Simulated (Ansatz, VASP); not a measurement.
# AlN: VASP beside Ansatz

```xyz
2
Lattice="0.0000 2.1394 2.1394 2.1394 0.0000 2.1394 2.1394 2.1394 0.0000" Properties=species:S:1:pos:R:3 pbc="T T T"
Al    0.0000    0.0000    0.0000
N     1.0697    1.0697    1.0697
```

Alike in both runs: task single point; functional SVWN5; k mesh 10 × 10 × 10; occupations fermi-dirac, width 0.05 eV; no spin polarisation.

|  | VASP | Ansatz |
| --- | --- | --- |
| version | VASP 6.6.1 | Ansatz 0.2.0 |
| potentials or method | VASP PAW PBE potentials, release 64 (Al, N_h) | Ansatz PAW |
| plane-wave cutoff (eV) | 1330 | 420 |
| valence electrons in the cell | 8 | 8 |

|  | VASP | Ansatz | Ansatz less VASP |
| --- | --- | --- | --- |
| gap on the k mesh at the Fermi level (eV) | 3.26 | 3.27 | +0.018 |
| least direct gap on the mesh (eV) | 4.79 | 4.79 | 0.000 |
| pressure (GPa) | 11.2 | 10.0 | -1.27 |

VASP's potentials were made for PBE, not for SVWN5. The functional is the same, so the differences come from potentials, cutoffs and numerics.
